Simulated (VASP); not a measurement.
# K8Mg8F23 (a cell with a defect) in VASP: single point with PBEsol

Aim: the single point of K8Mg8F23 (a cell with a defect) with PBEsol.

All numbers are computed with VASP 6.6.1; they aren't measurements. Logs are shortened: lines on timing, memory, paths and dates and some standing lists are left out, and cuts for length are marked.

## Step 1: The cell of the first run

The cell holds a defect, 39 atoms: a = 7.983 Å, b = 7.983 Å, c = 7.983 Å, α = 90.00°, β = 90.00°, γ = 90.00°.

## Step 2: Single point, PBEsol

Contents of INCAR:

```
PREC     = Accurate       # precision mode
ENCUT    = 520            # plane-wave cutoff, eV
EDIFF    = 1E-7           # SCF threshold, eV
ISMEAR   = -1             # smearing method
SIGMA    = 0.05           # smearing width, eV
LREAL    = Auto         
LASPH    = True           # aspherical terms in the spheres
NELM     = 60             # most SCF steps
ALGO     = Normal         # electronic algorithm
ISIF     = 2              # what is computed and relaxed
LWAVE    = False          # write WAVECAR
LCHARG   = True           # write CHGCAR
GGA      = PS             # functional
LELF     = True           # ELF
LVHAR    = True         
NBANDS   = 150            # bands
NELECT   = 248.0        
ISYM     = 0
```

Contents of KPOINTS:

```
Automatic mesh
0
Gamma
  1 1 1
  0.25 0.25 0.25
```

Contents of POSCAR:

```
K8Mg8F23
1.0
    7.9825440000      0.0000000000      0.0000000000
    0.0000000000      7.9825440000      0.0000000000
    0.0000000000      0.0000000000      7.9825440000
K Mg F
8 8 23
Direct
    0.9942880000      0.9935000000      0.0005080000
    0.9904280000      0.9896380000      0.5004540000
    0.9943690000      0.5053220000      0.0005410000
    0.9904850000      0.5091890000      0.5005060000
    0.5061750000      0.9934860000      0.0005230000
    0.5100450000      0.9896250000      0.5005250000
    0.5061830000      0.5053990000      0.0005280000
    0.5100230000      0.5092350000      0.5006060000
    0.2503060000      0.2493980000      0.2347840000
    0.2502810000      0.2494110000      0.7662720000
    0.2502500000      0.7494360000      0.2532380000
    0.2502290000      0.7494530000      0.7477610000
    0.7502170000      0.2494200000      0.2533140000
    0.7502440000      0.2494160000      0.7478320000
    0.7502440000      0.7494090000      0.2492870000
    0.7502520000      0.7494060000      0.7517710000
    0.2506780000      0.2492810000      0.0005320000
    0.2501960000      0.7494850000      0.0004820000
    0.2503190000      0.7493460000      0.5005010000
    0.7500320000      0.2493970000      0.0005840000
    0.7505230000      0.2494140000      0.5005700000
    0.7503240000      0.7494100000      0.0005270000
    0.7502190000      0.7493730000      0.5005290000
    0.0071900000      0.2494080000      0.2664500000
    0.0071160000      0.2493550000      0.7348610000
    0.0008800000      0.7494130000      0.2489430000
    0.0008690000      0.7495070000      0.7521010000
    0.4933470000      0.2494150000      0.2669580000
    0.4933600000      0.2494540000      0.7343300000
    0.4996290000      0.7493830000      0.2488070000
    0.4996170000      0.7493950000      0.7522270000
    0.2502760000      0.0062800000      0.2665010000
    0.2502520000      0.0063420000      0.7343270000
    0.2502830000      0.4925400000      0.2663780000
    0.2501480000      0.4925180000      0.7345230000
    0.7502340000      0.0000370000      0.2489040000
    0.7501810000      0.0000440000      0.7521680000
    0.7502410000      0.4987740000      0.2488880000
    0.7502980000      0.4987830000      0.7522180000
```

Potentials or basis: VASP PAW PBE potentials, release 64 (K_sv, Mg, F).

Launch:

```sh
> cat potpaw_PBE.64/K_sv/POTCAR potpaw_PBE.64/Mg/POTCAR potpaw_PBE.64/F/POTCAR > POTCAR
> mpirun -np 1 vasp_std > vasp.out
```

OUTCAR:

```text
PREC = Accurate
   ENCUT = 520
   EDIFF = 1E-7
   ISMEAR = -1
   LREAL = Auto
   LASPH = True
   NELM = 60
   ISIF = 2
   GGA = PS
   NELECT = 248.0
   ISYM = 0

 ion  position               nearest neighbor table
   1  0.994  0.993  0.001-  22 2.75  27 2.78  37 2.78  36 2.78  26 2.78  18 2.82  20 2.82  16 3.40
                            15 3.40  10 3.44   9 3.44  14 3.47  12 3.47  11 3.47  13 3.47
   2  0.990  0.990  0.500-  23 2.71  26 2.78  36 2.78  27 2.78  37 2.78  33 2.79  24 2.79  32 2.79
                            25 2.80  21 2.82  19 2.83  15 3.37  16 3.37  13 3.45  11 3.45  12 3.45
   3  0.994  0.505  0.001-  22 2.76  39 2.78  38 2.78  26 2.78  27 2.78  18 2.82  20 2.82  15 3.40
                            16 3.40  10 3.44   9 3.44  11 3.47  14 3.47  12 3.47  13 3.47
   4  0.990  0.509  0.501-  23 2.71  26 2.78  38 2.78  39 2.78  27 2.78  35 2.79  24 2.79  34 2.79
                            25 2.80  21 2.82  19 2.82  15 3.37  16 3.37  13 3.45  12 3.45  11 3.45
   5  0.506  0.993  0.001-  22 2.76  37 2.78  30 2.78  31 2.78  36 2.78  20 2.82  18 2.82  16 3.40
                            15 3.40   9 3.44  10 3.44  14 3.47  11 3.47  12 3.47  13 3.47
   6  0.510  0.990  0.501-  23 2.71  37 2.78  36 2.78  31 2.78  30 2.78  28 2.79  33 2.79  29 2.79
                            32 2.79  19 2.82  21 2.83  15 3.37  16 3.37  13 3.45  12 3.45  11 3.45
   7  0.506  0.505  0.001-  22 2.76  30 2.78  31 2.78  38 2.78  39 2.78  20 2.82  18 2.82  15 3.40
                            16 3.40   9 3.44  10 3.44  11 3.47  14 3.47  12 3.47  13 3.47
   8  0.510  0.509  0.501-  23 2.71  31 2.78  39 2.78  38 2.78  30 2.78  28 2.79  29 2.79  35 2.79
                            34 2.80  19 2.82  21 2.83  16 3.37  15 3.37  12 3.45  14 3.45  13 3.45
   9  0.250  0.249  0.235-  17 1.87  28 1.96  24 1.96  32 1.96  34 1.96   5 3.44   3 3.44   7 3.44
                             1 3.44   6 3.62   2 3.62   4 3.62   8 3.62
  10  0.250  0.249  0.766-  17 1.87  33 1.96  29 1.96  35 1.96  25 1.96   5 3.44   3 3.44   1 3.44
                             7 3.44   8 3.62   6 3.62   4 3.62   2 3.62
  11  0.250  0.749  0.253-  19 1.97  26 1.99  30 1.99  18 2.02  32 2.05  34 2.05   2 3.45   6 3.45
                             4 3.45   8 3.45   7 3.47   3 3.47   5 3.47   1 3.47
  12  0.250  0.749  0.748-  19 1.97  27 1.99  31 1.99  18 2.02  33 2.05  35 2.05   8 3.45   6 3.45
                             4 3.45   2 3.45   1 3.47   5 3.47   3 3.47   7 3.47
  13  0.750  0.249  0.253-  21 1.97  38 1.99  36 1.99  20 2.02  28 2.05  24 2.05   2 3.45   6 3.45
                             4 3.45   8 3.45   5 3.47   1 3.47   7 3.47   3 3.47
  14  0.750  0.249  0.748-  21 1.97  39 1.99  37 1.99  20 2.02  25 2.05  29 2.05   8 3.45   6 3.45
                             4 3.45   2 3.45   1 3.47   5 3.47   3 3.47   7 3.47
  15  0.750  0.749  0.249-  22 1.99  30 2.00  36 2.00  38 2.00  26 2.00  23 2.01   2 3.37   6 3.37
                             4 3.37   8 3.37   7 3.40   5 3.40   1 3.40   3 3.40
  16  0.750  0.749  0.752-  22 1.99  27 2.00  39 2.00  31 2.00  37 2.00  23 2.01   8 3.37   6 3.37
                             4 3.37   2 3.37   7 3.40   1 3.40   5 3.40   3 3.40
  17  0.251  0.249  0.001-   9 1.87  10 1.87
  18  0.250  0.749  0.000-  12 2.02  11 2.02   1 2.82   5 2.82   3 2.82   7 2.82
  19  0.250  0.749  0.501-  12 1.97  11 1.97   8 2.82   4 2.82   6 2.82   2 2.83
  20  0.750  0.249  0.001-  13 2.02  14 2.02   5 2.82   7 2.82   1 2.82   3 2.82
  21  0.751  0.249  0.501-  13 1.97  14 1.97   2 2.82   4 2.82   6 2.83   8 2.83
  22  0.750  0.749  0.001-  16 1.99  15 1.99   1 2.75   3 2.76   7 2.76   5 2.76
  23  0.750  0.749  0.501-  15 2.01  16 2.01   8 2.71   6 2.71   4 2.71   2 2.71
  24  0.007  0.249  0.266-   9 1.96  13 2.05   2 2.79   4 2.79
  25  0.007  0.249  0.735-  10 1.96  14 2.05   2 2.80   4 2.80
  26  0.001  0.749  0.249-  11 1.99  15 2.00   2 2.78   4 2.78   3 2.78   1 2.78
  27  0.001  0.750  0.752-  12 1.99  16 2.00   2 2.78   4 2.78   1 2.78   3 2.78
  28  0.493  0.249  0.267-   9 1.96  13 2.05   6 2.79   8 2.79
  29  0.493  0.249  0.734-  10 1.96  14 2.05   8 2.79   6 2.79
  30  0.500  0.749  0.249-  11 1.99  15 2.00   8 2.78   6 2.78   7 2.78   5 2.78
  31  0.500  0.749  0.752-  12 1.99  16 2.00   8 2.78   6 2.78   7 2.78   5 2.78
  32  0.250  0.006  0.267-   9 1.96  11 2.05   6 2.79   2 2.79
  33  0.250  0.006  0.734-  10 1.96  12 2.05   6 2.79   2 2.79
  34  0.250  0.493  0.266-   9 1.96  11 2.05   4 2.79   8 2.80
  35  0.250  0.493  0.735-  10 1.96  12 2.05   4 2.79   8 2.79
  36  0.750  0.000  0.249-  13 1.99  15 2.00   2 2.78   6 2.78   5 2.78   1 2.78
  37  0.750  0.000  0.752-  14 1.99  16 2.00   6 2.78   2 2.78   5 2.78   1 2.78
  38  0.750  0.499  0.249-  13 1.99  15 2.00   4 2.78   8 2.78   7 2.78   3 2.78
  39  0.750  0.499  0.752-  14 1.99  16 2.00   8 2.78   4 2.78   3 2.78   7 2.78

IMPORTANT INFORMATION: All symmetrisations will be switched off!
NOSYMM: (Re-)initialisation of all symmetry stuff for point group C_1.

----------------------------------------------------------------------------------------

                                     Primitive cell

  volume of cell :     508.6558

  direct lattice vectors                    reciprocal lattice vectors
     7.982544000  0.000000000  0.000000000     0.125273346  0.000000000  0.000000000
     0.000000000  7.982544000  0.000000000     0.000000000  0.125273346  0.000000000
     0.000000000  0.000000000  7.982544000     0.000000000  0.000000000  0.125273346

  length of vectors
     7.982544000  7.982544000  7.982544000     0.125273346  0.125273346  0.125273346

  position of ions in fractional coordinates (direct lattice)
[... 105 lines left out ...]

 Found      4 irreducible k-points:

 Following reciprocal coordinates:
            Coordinates               Weight
  0.250000  0.250000  0.250000      2.000000
 -0.250000  0.250000  0.250000      2.000000
 -0.250000 -0.250000  0.250000      2.000000
  0.250000 -0.250000  0.250000      2.000000
   k-points           NKPTS =      4   k-points in BZ     NKDIM =      4   number of bands    NBANDS=    150
   number of dos      NEDOS =    301   number of ions     NIONS =     39
   total plane-waves  NPLWV = 216000
   dimension x,y,z NGX =    60 NGY =   60 NGZ =   60
   dimension x,y,z NGXF=   120 NGYF=  120 NGZF=  120
   ions per type =               8   8  23
   NGX,Y,Z   is equivalent  to a cutoff of  12.50, 12.50, 12.50 a.u.
   NGXF,Y,Z  is equivalent  to a cutoff of  24.99, 24.99, 24.99 a.u.
 SYSTEM =  unknown system
   PREC   = accura    normal or accurate (medium, high low for compatibility)
   ISTART =      0    job   : 0-new  1-cont  2-samecut
   ICHARG =      2    charge: 1-file 2-atom 10-const
   ISPIN  =      1    spin polarized calculation?
   LNONCOLLINEAR =      F non collinear calculations
   LSORBIT =      F    spin-orbit coupling
   LASPH  =      T    aspherical Exc in radial PAW
   ENCUT  =  520.0 eV  38.22 Ry    6.18 a.u.  14.84 14.84 14.84*2*pi/ulx,y,z
   NELM   =     60;   NELMIN=  2; NELMDL= -5     # of ELM steps
   EDIFF  = 0.1E-06   stopping-criterion for ELM
   LREAL  =      T    real-space projection
   EDIFFG = 0.1E-05   stopping-criterion for IOM
   NSW    =      0    number of steps for IOM
   IBRION =     -1    ionic relax: 0-MD 1-quasi-New 2-CG
   NFREE  =      0    steps in history (QN), initial steepest desc. (CG)
   ISIF   =      2    stress and relaxation
   ISYM   =      0    0-nonsym 1-usesym 2-fastsym
   POTIM  = 0.5000    time-step for ionic-motion
   TEBEG  =    0.0;   TEEND  =   0.0 temperature during run
   PSTRESS=    0.0 pullay stress
   NELECT =     248.0000    total number of electrons
   NUPDOWN=      -1.0000    fix difference up-down
   EMIN   =  10.00;   EMAX   =-10.00  energy-range for DOS
   EFERMI =   0.00;   METHOD = LEGACY
   ISMEAR =    -1;   SIGMA  =   0.05  broadening in eV -4-tet -1-fermi 0-gaus
   EFERMI_NEDOS =   21; number of points for ismear=-14 and -15
   IALGO  =     38    algorithm
   IMIX   =      4    mixing-type and parameters
     AMIX     =   0.40;   BMIX     =  1.00
     AMIX_MAG =   1.60;   BMIX_MAG =  1.00
  volume/ion in A,a.u.               =      13.04        88.01
  Fermi-wavevector in a.u.,A,eV,Ry     =   1.288499  2.434910 22.588794  1.660230
  Thomas-Fermi vector in A             =   2.420449
   LORBIT       =      0    0 simple, 1 ext, 2 COOP (PROOUT), +10 PAW based schemes
   GGA     = PS    functional components
   LHFCALC =     F    Hartree Fock is set to
   AEXX    =    0.0000 exact exchange contribution
   IVDW    =     0    specifies the selected vdW correction
   LEPSILON=     F    determine dielectric tensor
   LRPA    =     F    only Hartree local field effects (RPA)
 non-spin polarized calculation
  energy-cutoff  :      520.00
  volume of cell :      508.66
 maximum number of plane-waves:     13679
   NGX = 29   NGY = 29   NGZ = 29

 number of electron     247.9999711 magnetization

 Free energy of the ion-electron system (eV)
  ---------------------------------------------------
  ext. energy  EPLUGINS =         0.00000000
  ---------------------------------------------------
  free energy    TOTEN  =      -197.23751198 eV

  energy without entropy =     -197.23751198  energy(sigma->0) =     -197.23751198

 E-fermi :  -0.6042     XC(G=0):  -9.7461

 val. band max:       -1.8331924492   @ k =   0.2500   0.2500   0.2500
 cond. band min:       4.7665910295   @ k =  -0.2500  -0.2500   0.2500
 fundamental gap:      6.5997834786
 Fermi energy:        -0.6042091589

 k-point     1 :       0.2500    0.2500    0.2500
  band No.  band energies     occupation
      1     -27.2289      2.00000
      2     -27.2109      2.00000
      3     -27.2108      2.00000
      4     -27.1970      2.00000
      5     -27.0852      2.00000
      6     -27.0654      2.00000
[... 545 lines left out ...]
    135       8.7018      0.00000
    136       8.9036      0.00000
 [bands above 136 left out]

------------------------ aborting loop because EDIFF is reached ----------------------------------------

  FORCE on cell =-STRESS in cart. coord.  units (eV):
  Direction    XX          YY          ZZ          XY          YZ          ZX
  --------------------------------------------------------------------------------------
  -------------------------------------------------------------------------------------
  Total       -7.5619889     -7.5551557     -3.7975834     -0.0106312     -0.0054887      0.0048699
  in kB      -23.8189523    -23.7974288    -11.9617284     -0.0334866     -0.0172883      0.0153393
  external PRESSURE =     -19.8593698 kB  Pullay stress =       0.0000000 kB

 VOLUME and BASIS-vectors are now :
 -----------------------------------------------------------------------------
  energy-cutoff  :      520.00
  volume of cell :      508.66
      direct lattice vectors                 reciprocal lattice vectors
     7.982544000  0.000000000  0.000000000     0.125273346  0.000000000  0.000000000
     0.000000000  7.982544000  0.000000000     0.000000000  0.125273346  0.000000000
     0.000000000  0.000000000  7.982544000     0.000000000  0.000000000  0.125273346

 POSITION                                       TOTAL-FORCE (eV/Angst)
 -----------------------------------------------------------------------------------
      7.93695      7.93066      0.00406         0.008163      0.010025     -0.000698
      7.90614      7.89983      3.99490         0.003376      0.000643      0.004053
      7.93759      4.03376      0.00432         0.002780     -0.004015      0.001087
      7.90659      4.06462      3.99531         0.004795     -0.004523      0.001657
      4.04056      7.93055      0.00417        -0.009228      0.011161      0.000307
      4.07146      7.89973      3.99546        -0.000460      0.001550      0.000848
[... 31 lines left out ...]
      5.98883      3.98149      1.98676         0.001140     -0.003862     -0.000727
      5.98929      3.98156      6.00461        -0.001382     -0.000213     -0.003712
 -----------------------------------------------------------------------------------
    total drift:                                0.011825     -0.007586     -0.009751

  FREE ENERGIE OF THE ION-ELECTRON SYSTEM (eV)
  ---------------------------------------------------
  free  energy   TOTEN  =      -197.2375119760 eV

  energy  without entropy=     -197.2375119759  energy(sigma->0) =     -197.23751198
```

Run time: 11 min. Hardware: 1 thread of Intel Xeon Platinum 8259CL at 2.50GHz (Skylake/Cascade Lake), shared host; peak memory 0.59 GiB.

What came out:

```
Free energy   : -197.2375 eV
Largest force : 0.031 eV/Å
```

Forces on the atoms (eV/Å):
```
K    0.008  0.010 -0.001
K    0.003  0.001  0.004
K    0.003 -0.004  0.001
K    0.005 -0.005  0.002
K   -0.009  0.011  0.000
K    0.000  0.002  0.001
K   -0.007 -0.007 -0.001
K    0.000 -0.005  0.000
Mg   0.000  0.001 -0.029
Mg  -0.001  0.000  0.031
Mg   0.001 -0.001  0.002
Mg   0.000 -0.001 -0.001
Mg   0.001  0.000  0.003
Mg  -0.001 -0.001 -0.001
Mg   0.000  0.000 -0.006
Mg   0.000  0.001  0.005
F   -0.001 -0.001  0.001
F    0.000 -0.002  0.002
F   -0.001 -0.001  0.001
F    0.001 -0.001  0.001
F   -0.001 -0.001  0.002
F    0.000 -0.001  0.002
F    0.000 -0.001  0.001
F    0.001  0.001 -0.004
F    0.001  0.002  0.003
F    0.004 -0.001 -0.003
F    0.001 -0.001 -0.004
F    0.000  0.001 -0.006
F    0.000  0.001  0.003
F   -0.002  0.001 -0.002
F   -0.002  0.001 -0.004
F    0.000  0.002 -0.003
F   -0.001  0.000  0.004
F   -0.001  0.001 -0.003
F    0.000 -0.002  0.003
F    0.000  0.002 -0.001
F    0.000  0.001 -0.003
F    0.001 -0.004 -0.001
F   -0.001  0.000 -0.004
```

Levels at points of the mesh, in eV from the Fermi level:
```
           k point  band 122  band 123  band 124  band 125  band 126  band 127
(0.25, 0.25, 0.25)     -1.29     -1.26     -1.23      5.37      7.01      7.95
```

Caveat: the cell carries a net charge on a neutralising background, which shifts energy and pressure; the cell is charged against a uniform background, so pressure and absolute levels hang on convention; the PAW data sets were made with another functional, which shifts forces and pressure a little.
